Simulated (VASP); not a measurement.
A run of VASP 6.6.1 is set up as follows.

The input INCAR:

```
SYSTEM = AlN
PREC = Accurate
ENCUT = 520
EDIFF = 1E-6
ISMEAR = 0
SIGMA = 0.05
LREAL = .FALSE.
LASPH = .TRUE.
NELM = 80
ALGO = Normal
ISIF = 2
LWAVE = .FALSE.
LCHARG = .FALSE.
GGA = PS
NBANDS = 16
```

KPOINTS

```
regular mesh
0
G
  12 12 6
  0 0 0
```

The input POSCAR:

```
AlN
1.0
    3.3121157418      0.0000000000      0.0000000000
   -1.6560578709      2.8683763727      0.0000000000
    0.0000000000      0.0000000000      4.1875630000
Al N
2 2
Direct
    0.3071861371      0.6535930685      0.7500000000
    0.6405194704      0.3202597352      0.2500000000
    0.3333333333      0.6666666667      0.2500000000
    0.6666666667      0.3333333333      0.7500000000
```

Potentials or basis: VASP PAW PBE potentials, release 64 (Al, N).

Command:

```sh
$ cat potpaw_PBE.64/Al/POTCAR potpaw_PBE.64/N/POTCAR > POTCAR
$ mpirun -np 1 vasp_std > vasp.out
```

What does it give for the pressure?

-2.7 GPa.

Estimate the band gap on the k mesh.

3.18 eV.

Predict the largest force.

1.290 eV/Å.

Forces in eV/Å, atoms in the order of the input:
```
Al   1.109  0.640  0.000
Al   0.865  0.500  0.000
N   -0.857 -0.495  0.000
N   -1.117 -0.645  0.000
```

Caveat: the cell differs from its parent crystal (all Al atoms moved +0.075 Å, as atom 1 towards its neighbour atom 4 (N) at 1.912 Å); the PAW data sets were made with another functional, which shifts forces and pressure a little. A k mesh can miss the band edges.
